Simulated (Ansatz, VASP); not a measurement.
Si: VASP beside Ansatz

```
Si
1.0
     2.53230    0.00000    0.00000
    -1.26615    2.19303    0.00000
     0.00000    0.00000    4.50627
Si
2
Direct
  0.33333 0.66667 0.25000
  0.66667 0.33333 0.75000
```

Change from the starting cell: strain -0.050 along x and y, +0.000 along z, atoms carried along.

Alike in both runs: task single point; functional r2SCAN; k mesh 24 × 24 × 10; occupations gaussian, width 0.15 eV; no spin polarisation.

```csv
,VASP,Ansatz
version,VASP 6.6.1,Ansatz 0.2.0
potentials or method,"VASP PAW PBE potentials, release 64 (Si), cutoff 520 eV","scalar-relativistic, plane waves, PAW"
valence electrons in the cell,8,8
```

|  | VASP | Ansatz | Ansatz less VASP |
| --- | --- | --- | --- |
| gap on the k mesh at the Fermi level (eV) | none | none | - |
| pressure (GPa) | 11.1 | 11.0 | -0.05 |
| traceless stress, the component that is largest in VASP (GPa) | -3.60 | -3.67 | -0.076 |

VASP's potentials were made for PBE, not for r2SCAN. A gap of «none» marks a metal or a gap that the smearing closes. With one functional, cell and mesh, what is left measures potentials, basis and numerics.
